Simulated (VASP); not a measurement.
Input of a VASP 6.6.1 run:

File INCAR:

```
PREC     = Accurate       # precision mode
ENCUT    = 910            # plane-wave cutoff, eV
EDIFF    = 1E-6           # SCF threshold, eV
ISMEAR   = 0              # smearing method
SIGMA    = 0.05           # smearing width, eV
LREAL    = False          # projectors in reciprocal space
LASPH    = True           # aspherical terms in the spheres
NELM     = 120            # most SCF steps
ALGO     = Normal         # electronic algorithm
ISIF     = 2              # what is computed and relaxed
LWAVE    = False          # write WAVECAR
LCHARG   = False          # write CHGCAR
GGA      = PE             # functional
NBANDS   = 28             # bands
GGA_COMPAT= False
```

The input KPOINTS:

```
regular mesh
0
Gamma
  8 8 8
```

POSCAR

```
SrTiO3
1.0
    3.9822686081      0.0000000000      0.0000000000
    0.0000000000      3.9822686081      0.0000000000
    0.0000000000      0.0000000000      3.8446910982
Sr Ti O
1 1 3
Direct
    0.0034176272      0.0000000000      0.0000000000
    0.5161346144      0.5000000000      0.5000000000
   -0.0243877070      0.5000000000      0.5000000000
    0.4786990076      0.0000000000      0.5000000000
    0.4786990076      0.5000000000      0.0000000000
```

Potentials or basis: VASP PAW PBE potentials, release 64 (Sr_sv, Ti_sv, O_h).

Launch:

```bash
$ cat potpaw_PBE.64/Sr_sv/POTCAR potpaw_PBE.64/Ti_sv/POTCAR potpaw_PBE.64/O_h/POTCAR > POTCAR
$ mpirun -np 1 vasp_std > vasp.out
```

**Question.** Predict the largest force.

**Answer.** 0.303 eV/Å.

**Question.** Estimate the pressure.

**Answer.** 2.2 GPa.

**Question.** Predict the band gap on the k mesh.

**Answer.** 1.88 eV (least direct gap 2.46 eV).

Forces in eV/Å, atoms in the order of the input:
```
Sr   0.109  0.000  0.000
Ti  -0.303  0.000  0.000
O    0.276  0.000  0.000
O    0.041  0.000  0.000
O   -0.123  0.000  0.000
```

Caveat: the cell differs from its parent crystal (atoms displaced along a vibrational mode, the cell strained); the cutoff is under 1.25 times the usual one of these potentials, so pressure, stress and relaxed cells hold a basis-set (Pulay) error. A k mesh can miss the band edges.
